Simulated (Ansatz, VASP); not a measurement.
**One calculation of Mg4Au, two programs**

Contents of INCAR:

```
SYSTEM = Mg4Au
PREC = Accurate
ENCUT = 520
EDIFF = 1E-6
ISMEAR = 0
SIGMA = 0.1
LREAL = .False.
LASPH = .True.
NELM = 80
ALGO = Normal
ISIF = 2
LWAVE = .False.
LCHARG = .True.
GGA = PE
LELF = .True.
LVHAR = .True.
NBANDS = 18
```

Contents of KPOINTS:

```
Automatic mesh
0
Gamma
  4 4 4
  0 0 0
```

POSCAR

```
Mg4Au
1.0
    2.2781796000     -5.4067264000      0.0000000000
    2.2781796000      5.4067264000      0.0000000000
    0.0000000000      0.0000000000      4.5984152000
Mg Au
4 1
Direct
    0.8568645000      0.1431355000      0.5000000000
    0.3546690000      0.6453310000      0.0000000000
    0.6453310000      0.3546690000      0.0000000000
    0.1431355000      0.8568645000      0.5000000000
    0.0000000000      0.0000000000      0.0000000000
```

Input for Ansatz:

```yaml
crystal:
  lattice:
    - [2.2781796, -5.4067264, 0.0]
    - [2.2781796, 5.4067264, 0.0]
    - [0.0, 0.0, 4.5984152]
  atoms:
    - { symbol: Mg, position: [0.8568645, 0.1431355, 0.5] }
    - { symbol: Mg, position: [0.354669, 0.645331, 0.0] }
    - { symbol: Mg, position: [0.645331, 0.354669, 0.0] }
    - { symbol: Mg, position: [0.1431355, 0.8568645, 0.5] }
    - { symbol: Au, position: [0.0, 0.0, 0.0] }
basis:
  ecutwfc: 420
kpoints:
  mp_grid: { grid: [4, 4, 4] }
hamiltonian:
  xc: pbe
scf:
  occupations: { method: gaussian, width: 0.1 }
  lower_state_search: "off"
output:
  forces: true
  stress: true
  eigenvalues: true
```

Alike in both runs: task single point; functional PBE; k mesh 4 × 4 × 4; occupations gaussian, width 0.1 eV; no spin polarisation.

```csv
,VASP,Ansatz
version,VASP 6.6.1,Ansatz 0.2.0
potentials or method,"VASP PAW PBE potentials, release 64 (Mg, Au), cutoff 520 eV","scalar-relativistic, plane waves, PAW"
valence electrons in the cell,19,59
```

```csv
,VASP,Ansatz,Ansatz less VASP
gap on the k mesh at the Fermi level (eV),none,none,-
pressure (GPa),0.0,0.2,+0.17
"traceless stress, the component that is largest in VASP (GPa)",0.23,0.22,-0.006
rms of the force components (eV/Å),0.026,0.024,-0.0014
```

Atom by atom the forces differ by 0.002 eV/Å (rms over components). A gap of «none» marks a metal or a gap that the smearing closes. VASP's potentials hold 19 valence electrons a cell and Ansatz's 59, so a difference there can come from the potentials and not from the codes.

The k mesh is coarse, so the values compare programs but aren't converged. Neither program's run includes spin-orbit coupling.
